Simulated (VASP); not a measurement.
Runs of VASP 6.6.1 on HgTe. Symmetry: I-4m2, No. 119, tetragonal system. The conventional cell has a = 6.091 Å, b = 6.091 Å, c = 3.119 Å, α = 90.00°, β = 90.00°, γ = 90.00°. Within 4.1 Å of Hg (site symmetry -4m2) lie 2 Hg at 3.12 Å and 8 Te at 3.14 to 3.84 Å. Within 4.1 Å of Te (site symmetry -4m2) lie 2 Te at 3.12 Å and 8 Hg at 3.14 to 3.84 Å. 

```tsv
k mesh	gap on the mesh (eV)	pressure (GPa)
4 × 4 × 4	none	-3.4
7 × 7 × 7	none	-3.4
5 × 5 × 5	none	-2.9
6 × 6 × 6	none	(a)
3 × 3 × 3	none	-5.1
```

Alike in all rows: task single point; level PBEsol; potentials or basis VASP PAW PBE potentials, release 64 (Hg, Te); no spin polarisation; cell as given; cutoff (eV) 520; smearing fermi-dirac 0.1 eV.

Q: Estimate the missing entries.

A: (a) -3.1.

Caveats: some runs use coarse meshes; the PAW data sets were made with another functional, which shifts forces and pressure a little; spin-orbit coupling is left out, which moves the levels of the heavy elements.

A k mesh can miss the band edges, and the runs leave out spin-orbit coupling on Hg, Te.

A gap of «none» marks levels without a gap at the run's occupations.
